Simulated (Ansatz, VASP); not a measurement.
## HfC in VASP and in Ansatz

The input INCAR:

```
  ALGO = Normal
  EDIFF = 1E-6
  ENCUT = 520
  GGA = PE
  ISIF = 2
  ISMEAR = -1
  LASPH = T
  LCHARG = F
  LREAL = F
  LWAVE = F
  NBANDS = 14
  NELM = 80
  PREC = Accurate
  SIGMA = 0.1
```

The input KPOINTS:

```
k-points
0
Gamma
  4 4 4
```

The input POSCAR:

```
HfC
1.0
    0.0000000000      2.3250000000      2.3250000000
    2.3250000000      0.0000000000      2.3250000000
    2.3250000000      2.3250000000      0.0000000000
Hf C
1 1
Direct
    0.0074496809      0.0074496809      0.0074496809
    0.5000000000      0.5000000000      0.5000000000
```

Input for Ansatz:

```yaml
crystal:
  lattice:
    - [0.0, 2.325, 2.325]
    - [2.325, 0.0, 2.325]
    - [2.325, 2.325, 0.0]
  atoms:
    - { symbol: Hf, position: [0.0074496809, 0.0074496809, 0.0074496809] }
    - { symbol: C, position: [0.5, 0.5, 0.5] }
kpoints:
  mp_grid: { grid: [4, 4, 4] }
hamiltonian:
  xc: pbe
  pseudopotentials:
    kind: paw
    azcp:
      C: "pseudopotentials/pbe/paw/ansatz_paw_generated_hard_1/C.paw.azcp"
      Hf: "pseudopotentials/pbe/paw/ansatz_paw_generated_hard_1/Hf.paw.azcp"
scf:
  occupations: { method: fermi_dirac, width: 0.1 }
  convergence: { dr2_threshold: "1e-10 eV" }
output:
  forces: true
  stress: true
  eigenvalues: true
```

Alike in both runs: task single point; functional PBE; k mesh 4 × 4 × 4; occupations fermi-dirac, width 0.1 eV; no spin polarisation.

|  | VASP | Ansatz |
| --- | --- | --- |
| version | VASP 6.6.1 | Ansatz 0.2.0 development build |
| potentials or method | VASP PAW PBE potentials, release 64 (Hf_pv, C) | plane waves, PAW datasets (generated hard set |
| plane-wave cutoff (eV) | 520 | 700 |
| valence electrons in the cell | 14 | 30 |

VASP gave:

```
rms of the force components (eV/Å) : 0.205
```

Task: Estimate Ansatz's values.

Result: rms of the force components (eV/Å): 0.217.

Atom by atom the forces differ by 0.013 eV/Å (rms over components). With one functional, cell and mesh, what is left measures potentials, basis and numerics. VASP's potentials hold 14 valence electrons a cell and Ansatz's 30, so a difference there can come from the potentials and not from the codes. Ansatz's warnings: cutoff auto derived.

The k mesh is coarse, so the values compare programs but aren't converged. Neither program's run includes spin-orbit coupling.
